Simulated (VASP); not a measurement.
Runs of VASP 6.6.1 on Pb. The structure is that of space group P6_3/mmc (No. 194), or close to it. The cells are those of the table. This isn't the form of Pb at room conditions, which is fcc.

```csv
cell,gap on the mesh (eV),pressure (GPa)
"a = 3.414, b = 3.414, c = 5.696 Å, angles 90.0, 90.0, 120.0°, 2 atoms",none,(a)
"a = 3.331, b = 3.331, c = 5.555 Å, angles 90.0, 90.0, 120.0°, 2 atoms",none,(b)
"a = 3.241, b = 3.241, c = 5.398 Å, angles 90.0, 90.0, 120.0°, 2 atoms",none,14.9
"a = 3.377, b = 3.377, c = 5.635 Å, angles 90.0, 90.0, 120.0°, 2 atoms",none,3.9
"a = 3.293, b = 3.293, c = 5.490 Å, angles 90.0, 90.0, 120.0°, 2 atoms",none,9.9
```

Alike in all rows: task single point; level PBEsol; potentials or basis VASP PAW PBE potentials, release 64 (Pb_d); no spin polarisation; k mesh 16 × 16 × 10; cutoff (eV) 520; smearing fermi-dirac 0.08 eV.

Problem. Fill in the values left out.

Solution. (a) 1.9; (b) 6.9.

Caveats: the PAW data sets were made with another functional, which shifts forces and pressure a little; spin-orbit coupling is left out, which moves the levels of the heavy elements; the cell stands under pressure (at least some runs).

A k mesh can miss the band edges, and the runs leave out spin-orbit coupling on Pb.

A gap of «none» marks levels without a gap at the run's occupations.
